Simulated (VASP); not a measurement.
# Y2SiF2 (P6/mmm) in VASP: a series of runs, part 2 of 2

VASP 6.6.1.

### Step 3. Relaxation of cell and atoms, PBE

This run uses another cell than the first one, of 17.58 Å³/atom, 0.544 times its volume.

File INCAR:

```
SYSTEM = Y2SiF2
ALGO = Normal ; EDIFF = 1E-7
EDIFFG = -0.04 ; ENCUT = 600
GGA = PE ; IBRION = 2
ISIF = 3 ; ISMEAR = 0
LASPH = .True. ; LCHARG = .False.
LREAL = .False. ; LWAVE = .False.
NELM = 60 ; NSW = 90
PREC = Accurate ; SIGMA = 0.1
```

File KPOINTS:

```
k-points
0
Gamma
  6 6 4
  0 0 0
```

File POSCAR:

```
Y2SiF2
1.0
    5.0276755400      0.0000000000      0.0000000000
   -2.5138377700      4.3540947400      0.0000000000
    0.0000000000      0.0000000000      4.0145546000
Y Si F
2 1 2
Direct
    0.6666666700      0.3333333300      0.0000000000
    0.3333333300      0.6666666700      0.0000000000
    0.0000000000      0.0000000000      0.5000000000
    0.0000000000      0.0000000000      0.1975817500
    0.0000000000      0.0000000000      0.8024182500
```

Potentials or basis: VASP PAW PBE potentials, release 64 (Y_sv, Si, F).

Run with:

```
$ cat potpaw_PBE.64/Y_sv/POTCAR potpaw_PBE.64/Si/POTCAR potpaw_PBE.64/F/POTCAR > POTCAR
$ mpirun -np 1 vasp_std > vasp.out
```

OUTCAR:

```text
SYSTEM = Y2SiF2
   EDIFF = 1E-7
   EDIFFG = -0.04
   ENCUT = 600
   GGA = PE
   IBRION = 2
   ISIF = 3
   ISMEAR = 0
   LASPH = .True.
   LREAL = .False.
   NELM = 60
   NSW = 90
   PREC = Accurate

 ion  position               nearest neighbor table
   1  0.667  0.333  0.000-   2 2.90   2 2.90   2 2.90   5 3.01   4 3.01   4 3.01   5 3.01   4 3.01
                             5 3.01   3 3.53   3 3.53   3 3.53   3 3.53   3 3.53   3 3.53
   2  0.333  0.667  0.000-   1 2.90   1 2.90   1 2.90   5 3.01   4 3.01   5 3.01   4 3.01   5 3.01
                             4 3.01   3 3.53   3 3.53   3 3.53   3 3.53   3 3.53   3 3.53
   3  0.000  0.000  0.500-   4 1.21   5 1.21   1 3.53   2 3.53   1 3.53   2 3.53   1 3.53   1 3.53
                             2 3.53   2 3.53   1 3.53   1 3.53   2 3.53   2 3.53
   4  0.000  0.000  0.198-   3 1.21   5 1.59   1 3.01   2 3.01   1 3.01   2 3.01   1 3.01   2 3.01

   5  0.000  0.000  0.802-   3 1.21   4 1.59   1 3.01   2 3.01   1 3.01   2 3.01   1 3.01   2 3.01

 -----------------------------------------------------------------------------
|                                                                             |
|           W    W    AA    RRRRR   N    N  II  N    N   GGGG   !!!           |
|           W    W   A  A   R    R  NN   N  II  NN   N  G    G  !!!           |
|           W    W  A    A  R    R  N N  N  II  N N  N  G       !!!           |
|           W WW W  AAAAAA  RRRRR   N  N N  II  N  N N  G  GGG   !            |
|           WW  WW  A    A  R   R   N   NN  II  N   NN  G    G                |
|           W    W  A    A  R    R  N    N  II  N    N   GGGG   !!!           |
|                                                                             |
|     The distance between some ions is very small. Please check the          |
|     nearest-neighbor list in the OUTCAR file.                               |
|     I HOPE YOU KNOW WHAT YOU ARE DOING!                                     |
|                                                                             |
 -----------------------------------------------------------------------------

  LATTYP: Found a hexagonal cell.
 ALAT       =     5.0276755400
 C/A-ratio  =     0.7984911851

  Lattice vectors:

 A1 = (   5.0276755400,   0.0000000000,   0.0000000000)
 A2 = (  -2.5138377700,   4.3540947400,   0.0000000000)
 A3 = (   0.0000000000,   0.0000000000,   4.0145546000)

Analysis of symmetry for initial positions (statically):
=====================================================================
 Subroutine PRICEL returns:
 Original cell was already a primitive cell.

 Routine SETGRP: Setting up the symmetry group for a
 hexagonal supercell.

[... 138 lines left out ...]
   IMIX   =      4    mixing-type and parameters
     AMIX     =   0.40;   BMIX     =  1.00
     AMIX_MAG =   1.60;   BMIX_MAG =  1.00
  volume/ion in A,a.u.               =      17.58       118.61
  Fermi-wavevector in a.u.,A,eV,Ry     =   1.259295  2.379722 21.576429  1.585823
  Thomas-Fermi vector in A             =   2.392861
   LORBIT       =      0    0 simple, 1 ext, 2 COOP (PROOUT), +10 PAW based schemes
   GGA     = PE    functional components
   LHFCALC =     F    Hartree Fock is set to
   AEXX    =    0.0000 exact exchange contribution
   IVDW    =     0    specifies the selected vdW correction
   LEPSILON=     F    determine dielectric tensor
   LRPA    =     F    only Hartree local field effects (RPA)
 conjugate gradient relaxation of ions
 non-spin polarized calculation
 Gauss-broadening in eV      SIGMA  =   0.10
  energy-cutoff  :      600.00
  volume of cell :       87.88
 maximum number of plane-waves:      2952
   NGX = 21   NGY = 21   NGZ = 17

--------------------------------------- Ionic step        1  -------------------------------------------

 number of electron      40.0000008 magnetization

 Free energy of the ion-electron system (eV)
  ---------------------------------------------------
  ext. energy  EPLUGINS =         0.00000000
  ---------------------------------------------------
  free energy    TOTEN  =        -7.79680090 eV

  energy without entropy =       -7.77772224  energy(sigma->0) =       -7.78726157

 E-fermi :   5.4948     XC(G=0): -10.1560

 val. band max:        5.4627951542   @ k =   0.3333   0.1667   0.5000
 cond. band min:       5.5079150833   @ k =   0.3333   0.3333   0.5000
 fundamental gap:      0.0451199291
 Fermi energy:         5.4947711408
[... 1249 lines left out ...]
  FREE ENERGIE OF THE ION-ELECTRON SYSTEM (eV)
  ---------------------------------------------------
  free  energy   TOTEN  =        13.4594266680 eV

  energy  without entropy=       13.4967032709  energy(sigma->0) =       13.47806497

[... ionic steps 4 to 19 ...]

--------------------------------------- Ionic step       20  -------------------------------------------

 number of electron      39.9999974 magnetization

------------------------ aborting loop because EDIFF is reached ----------------------------------------
[... 73 lines left out ...]
--------------------------------------- Ionic step       22  -------------------------------------------

 number of electron      39.9999986 magnetization

 Free energy of the ion-electron system (eV)
  ---------------------------------------------------
  ext. energy  EPLUGINS =         0.00000000
  ---------------------------------------------------
  free energy    TOTEN  =       -22.08343621 eV

  energy without entropy =      -22.04251208  energy(sigma->0) =      -22.06297414

 E-fermi :   1.9390     XC(G=0):  -8.0506

 val. band max:        1.9314517853   @ k =   0.5000   0.0000   0.2500
 cond. band min:       1.9408425133   @ k =   0.3333  -0.0000   0.0000
 fundamental gap:      0.0093907279
 Fermi energy:         1.9390139972
[... 597 lines left out ...]
  FREE ENERGIE OF THE ION-ELECTRON SYSTEM (eV)
  ---------------------------------------------------
  free  energy   TOTEN  =       -22.0834362104 eV

  energy  without entropy=      -22.0425120791  energy(sigma->0) =      -22.06297414

 reached required accuracy - stopping structural energy minimisation
```

OSZICAR:

```text
N       E                     dE             d eps       ncg     rms          rms(c)
DAV:   1     0.301386386002E+03    0.30139E+03   -0.23378E+04  1008   0.181E+03
[... 342 lines left out ...]
DAV:   2    -0.220846423382E+02    0.51781E-02   -0.38871E-02  1280   0.656E-01    0.318E-01
DAV:   3    -0.220836959633E+02    0.94637E-03   -0.62654E-03  1288   0.264E-01    0.124E-01
DAV:   4    -0.220834477402E+02    0.24822E-03   -0.82380E-04  1456   0.145E-01    0.858E-02
DAV:   5    -0.220834367986E+02    0.10942E-04   -0.15436E-04  1480   0.461E-02    0.430E-02
DAV:   6    -0.220834381198E+02   -0.13212E-05   -0.40328E-05  1280   0.396E-02    0.115E-02
DAV:   7    -0.220834362467E+02    0.18731E-05   -0.13677E-05  1304   0.191E-02    0.351E-03
DAV:   8    -0.220834362104E+02    0.36291E-07   -0.91518E-07  1080   0.488E-03
  22 F= -.22083436E+02 E0= -.22062974E+02  d E =-.170858E-02
```

CONTCAR:

```text
Y2SiF2
   1.00000000000000
     5.6313992159006991    0.0000000000000000    0.0000000000000000
    -2.8156996079503496    4.8769347803389289   -0.0000000000000000
     0.0000000000000000    0.0000000000000000    5.3755305615497777
  Y               Si              F
     2     1     2
Direct
     0.6666666699999979    0.3333333300000021    0.0000000000000000
     0.3333333300000021    0.6666666699999979    0.0000000000000000
     0.0000000000000000    0.0000000000000000    0.5000000000000000
     0.0000000000000000    0.0000000000000000    0.8052948942512361
     0.0000000000000000    0.0000000000000000    0.1947051057487638

  0.00000000E+00  0.00000000E+00  0.00000000E+00
  0.00000000E+00  0.00000000E+00  0.00000000E+00
  0.00000000E+00  0.00000000E+00  0.00000000E+00
  0.00000000E+00  0.00000000E+00  0.00000000E+00
  0.00000000E+00  0.00000000E+00  0.00000000E+00
```

Run time: 17 min. Hardware: 1 thread of Intel Xeon Platinum 8488C (Sapphire Rapids), shared host; peak memory 0.27 GiB.

What came out:

```yaml
Free_energy: -22.0834 eV
Relaxed_volume: 29.53 Å³/atom
Relaxed_cell: a = 5.631 Å, b = 5.631 Å, c = 5.376 Å, α = 90.00°, β = 90.00°, γ = 120.00°
Space_group_after_relaxing_to_0.05_Å: P6/mmm (No. 191)
Energy_gained_by_relaxing: 2857.3 meV/atom
Ionic_steps: 22
Pressure_after_relaxing: 0.1 GPa
Largest_force_after_relaxing: 0.019 eV/Å
Band_gap_on_the_k_mesh: zero (band 20 reaches 2.64 eV, above the bottom of band 21 at 1.52 eV)
```

Forces in eV/Å, atoms in the order of the input:
```
Y    0.000  0.000  0.000
Y    0.000  0.000  0.000
Si   0.000  0.000  0.000
F    0.000  0.000 -0.019
F    0.000  0.000  0.019
```

Stress tensor (GPa, compression positive):
```
0.18 0.00 0.00
0.00 0.18 0.00
0.00 0.00 0.08
```

Step by step:
| step | energy change (eV) | largest force (eV/Å) | pressure (GPa) | volume (Å³) |
| --- | --- | --- | --- | --- |
| 1 | 0.0000 | 24.2617 | 80.46 | 87.88 |
| 2 | 7.5645 | 9.9135 | -22.29 | 218.63 |
| 3 | 21.2562 | 158.5207 | 34.65 | 181.97 |
| 4 | 6.2852 | 10.5886 | -21.20 | 214.42 |
| 5 | 4.3239 | 0.9156 | -11.36 | 197.95 |
| 6 | 5.0120 | 29.0880 | 3.01 | 189.90 |
| 7 | 4.0009 | 4.8644 | -7.37 | 194.94 |
| 8 | 4.1333 | 13.4381 | -2.98 | 192.54 |
| 9 | -9.3698 | 1.7885 | -13.22 | 176.98 |
| 10 | -11.3458 | 1.9313 | -10.86 | 171.99 |
| 11 | -12.4599 | 5.7046 | 0.89 | 161.61 |
| 12 | -12.6392 | 0.5456 | -7.74 | 167.56 |
| 13 | -12.9985 | 2.1524 | -3.25 | 163.67 |
| 14 | -13.0066 | 0.8921 | -5.10 | 164.99 |
| 15 | -13.0251 | 1.3894 | -4.32 | 164.40 |
| 16 | -12.2010 | 11.4947 | 11.99 | 139.56 |
| 17 | -13.4508 | 3.6421 | 0.36 | 155.13 |
| 18 | -14.2706 | 0.4460 | -0.17 | 148.79 |
| 19 | -14.2842 | 0.2666 | -0.10 | 147.78 |
| 20 | -14.2849 | 0.1121 | -0.12 | 147.99 |
| 21 | -14.2855 | 0.0589 | 0.37 | 147.35 |
| 22 | -14.2866 | 0.0193 | 0.14 | 147.63 |

Final structure:
```xyz
5
Lattice="5.6314 0.0000 0.0000 -2.8157 4.8769 0.0000 0.0000 0.0000 5.3755" Properties=species:S:1:pos:R:3 pbc="T T T"
Y     2.8157    1.6256    0.0000
Y     0.0000    3.2513    0.0000
Si    0.0000    0.0000    2.6878
F     0.0000    0.0000    4.3289
F     0.0000    0.0000    1.0466
```

Caveat: the k points lie up to 0.29 Å⁻¹ apart in the final cell; the volume moved by over 15 % at a fixed basis, so the end points are rough.

### Step 4. Single point, PBE

File INCAR:

```
SYSTEM = Y2SiF2
  PREC = Accurate
  ENCUT = 910
  EDIFF = 1E-6
  ISMEAR = 0
  SIGMA = 0.1
  LREAL = .FALSE.
  LASPH = .TRUE.
  NELM = 120
  ALGO = Normal
  ISIF = 2
  LWAVE = .FALSE.
  LCHARG = .FALSE.
  GGA = PE
  NBANDS = 28
  GGA_COMPAT = .FALSE.
```

File KPOINTS:

```
regular mesh
0
G
  6 6 4
  0 0 0
```

File POSCAR:

```
Y2SiF2
1.0
    5.7679356286      0.0000000000      0.0000000000
   -2.8839678143      4.9951787818      0.0000000000
    0.0000000000      0.0000000000      5.6080092509
Y Si F
2 1 2
Direct
    0.6666666667      0.3333333333      0.0000000000
    0.3333333333      0.6666666667      0.0000000000
    0.0000000000      0.0000000000      0.5000000000
    0.0000000000      0.0000000000      0.2003899076
    0.0000000000      0.0000000000      0.7996100924
```

Potentials or basis: VASP PAW PBE potentials, release 64 (Y_sv, Si, F_h).

Run with:

```
$ cat potpaw_PBE.64/Y_sv/POTCAR potpaw_PBE.64/Si/POTCAR potpaw_PBE.64/F_h/POTCAR > POTCAR
$ mpirun -np 1 vasp_std > vasp.out
```

OUTCAR:

```text
SYSTEM = Y2SiF2
   PREC = Accurate
   ENCUT = 910
   EDIFF = 1E-6
   ISMEAR = 0
   LREAL = .FALSE.
   LASPH = .TRUE.
   NELM = 120
   ISIF = 2
   GGA = PE

 ion  position               nearest neighbor table
   1  0.667  0.333  0.000-   2 3.33   2 3.33   2 3.33
   2  0.333  0.667  0.000-   1 3.33   1 3.33   1 3.33
   3  0.000  0.000  0.500-   4 1.68   5 1.68
   4  0.000  0.000  0.200-   3 1.68
   5  0.000  0.000  0.800-   3 1.68

  LATTYP: Found a hexagonal cell.
[... 848 lines left out ...]
  --------------------------------------------------------------------------------------
  -------------------------------------------------------------------------------------
  Total       -0.1774240     -0.1774240      0.1050276      0.0000000      0.0000000      0.0000000
  in kB       -1.7593114     -1.7593114      1.0414394      0.0000000      0.0000000      0.0000000
  external PRESSURE =      -0.8257278 kB  Pullay stress =       0.0000000 kB

 VOLUME and BASIS-vectors are now :
 -----------------------------------------------------------------------------
  energy-cutoff  :      910.00
  volume of cell :      161.58
      direct lattice vectors                 reciprocal lattice vectors
     5.767935629  0.000000000  0.000000000     0.173372254  0.100096517  0.000000000
    -2.883967814  4.995178782  0.000000000     0.000000000  0.200193035  0.000000000
     0.000000000  0.000000000  5.608009251     0.000000000  0.000000000  0.178316396

 POSITION                                       TOTAL-FORCE (eV/Angst)
 -----------------------------------------------------------------------------------
      2.88397      1.66506      0.00000        -0.000000     -0.000000     -0.000000
     -0.00000      3.33012      0.00000         0.000000      0.000000     -0.000000
      0.00000      0.00000      2.80400        -0.000000     -0.000000     -0.000000
      0.00000      0.00000      1.12379         0.000000      0.000000     -0.079237
      0.00000      0.00000      4.48422        -0.000000     -0.000000      0.079237
 -----------------------------------------------------------------------------------
    total drift:                                0.000000     -0.000000     -0.000000

  FREE ENERGIE OF THE ION-ELECTRON SYSTEM (eV)
  ---------------------------------------------------
  free  energy   TOTEN  =       -22.5532951892 eV

  energy  without entropy=      -22.5125146017  energy(sigma->0) =      -22.53290490
```

Wall time 5.1 min (1 thread of Intel Xeon Platinum 8488C (Sapphire Rapids), shared host); peak memory 0.57 GiB.

Results:

```yaml
Free_energy: -22.5533 eV
Pressure: -0.1 GPa
Largest_force: 0.079 eV/Å
Band_gap_on_the_k_mesh: zero (band 20 reaches 2.26 eV, above the bottom of band 21 at 1.28 eV)
```

Forces in eV/Å, atoms in the order of the input:
```
Y    0.000  0.000  0.000
Y    0.000  0.000  0.000
Si   0.000  0.000  0.000
F    0.000  0.000 -0.079
F    0.000  0.000  0.079
```

Stress tensor (GPa, compression positive):
```
-0.18  0.00  0.00
 0.00 -0.18  0.00
 0.00  0.00  0.10
```

Levels at points of the mesh, in eV from the Fermi level:
| k point | band 18 | band 19 | band 20 | band 21 | band 22 | band 23 |
| --- | --- | --- | --- | --- | --- | --- |
| (0.00, 0.00, 0.00) | -0.96 | 0.46 | 0.65 | 0.65 | 0.66 | 0.66 |
| (0.50, 0.00, 0.00) | -1.46 | -0.69 | -0.03 | 0.13 | 0.53 | 0.58 |
| (0.00, 0.00, 0.50) | -2.17 | 0.30 | 0.30 | 0.77 | 0.77 | 1.01 |
| (0.50, 0.00, 0.50) | -0.79 | -0.50 | -0.49 | -0.11 | 0.21 | 0.78 |

Caveat: the cutoff is under 1.25 times the usual one of these potentials, so pressure, stress and relaxed cells hold a basis-set (Pulay) error.

### Step 5. Overview

```tsv
task	potentials or basis	cell	cutoff (eV)	second run	gap on the mesh (eV)	pressure (GPa)	largest force (eV/Å)
single point	VASP PAW PBE potentials, release 64 (Y_sv, Si, F)	a = 5.768, b = 5.768, c = 5.608 Å, angles 90.0, 90.0, 120.0°, 5 atoms	520	-	none	0.1	0.17
relaxation of cell and atoms	VASP PAW PBE potentials, release 64 (Y_sv, Si, F)	relaxed from a = 5.028, b = 5.028, c = 4.015 Å, angles 90.0, 90.0, 120.0°, 5 atoms	600	-	none	0.1	0.02
single point	VASP PAW PBE potentials, release 64 (Y_sv, Si, F_h)	a = 5.768, b = 5.768, c = 5.608 Å, angles 90.0, 90.0, 120.0°, 5 atoms	910	hard_potentials	none	-0.1	0.08
```

Alike in all rows: level PBE; no spin polarisation; k mesh 6 × 6 × 4; smearing gaussian 0.1 eV.

Caveats: some runs use coarse meshes; the volume moved by over 15 % at a fixed basis, so the end points are rough (some runs); the cutoff is under 1.25 times the usual one of these potentials, so pressure, stress and relaxed cells hold a basis-set (Pulay) error (some runs).

Absolute energies hang on the potentials; compare differences alone.
